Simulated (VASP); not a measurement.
Write the native input for VASP 6.6.1 that does the following.

```yaml
Task: single point
Functional: PBE
Potentials_or_basis: VASP PAW PBE potentials, release 64 (Li_sv, H)
Cutoff: 520 eV
k_mesh: 6 × 6 × 6
Occupations: gaussian, width 0.01 eV
Spin: no spin polarisation
Dipole_correction: no
Further_INCAR_settings: ALGO = Normal; EDIFF = 1e-06; NBANDS = 9
```

The structure of LiH lies in POSCAR:

```
LiH
1.0
    0.0000000000      2.1451220264      2.1451220264
    2.1451220264      0.0000000000      2.1451220264
    2.1451220264      2.1451220264      0.0000000000
Li H
1 1
Direct
    0.0000000000      0.0000000000      0.0000000000
    0.2500000000      0.2500000000      0.2500000000
```

These files were run (other wordings do the same):

INCAR

```
SYSTEM = LiH
PREC     = Accurate       ! precision mode
ENCUT    = 520            ! plane-wave cutoff, eV
EDIFF    = 1E-6           ! SCF threshold, eV
ISMEAR   = 0              ! smearing method
SIGMA    = 0.01           ! smearing width, eV
LREAL    = .FALSE.        ! projectors in reciprocal space
LASPH    = .TRUE.         ! aspherical terms in the spheres
NELM     = 80             ! most SCF steps
ALGO     = Normal         ! electronic algorithm
ISIF     = 2              ! what is computed and relaxed
LWAVE    = .FALSE.        ! write WAVECAR
LCHARG   = .TRUE.         ! write CHGCAR
GGA      = PE             ! functional
LELF     = .TRUE.         ! ELF
LVHAR    = .TRUE.       
NBANDS   = 9              ! bands
```

KPOINTS

```
Automatic mesh
0
G
  6 6 6
  0 0 0
```

Potentials or basis: VASP PAW PBE potentials, release 64 (Li_sv, H).

The run is started by

```sh
$ cat potpaw_PBE.64/Li_sv/POTCAR potpaw_PBE.64/H/POTCAR > POTCAR
$ mpirun -np 1 vasp_std > vasp.out
```

It gave:

```json
{"Band gap on the k mesh": "4.30 eV, indirect (least direct gap 5.27 eV)"}
```

Caveat: the k points lie up to 0.42 Å⁻¹ apart.

Run time: 2.6 s on 1 thread of Intel(R) Xeon(R) Platinum 8488C (Sapphire Rapids), with other jobs on the host, peak memory 0.13 GiB.
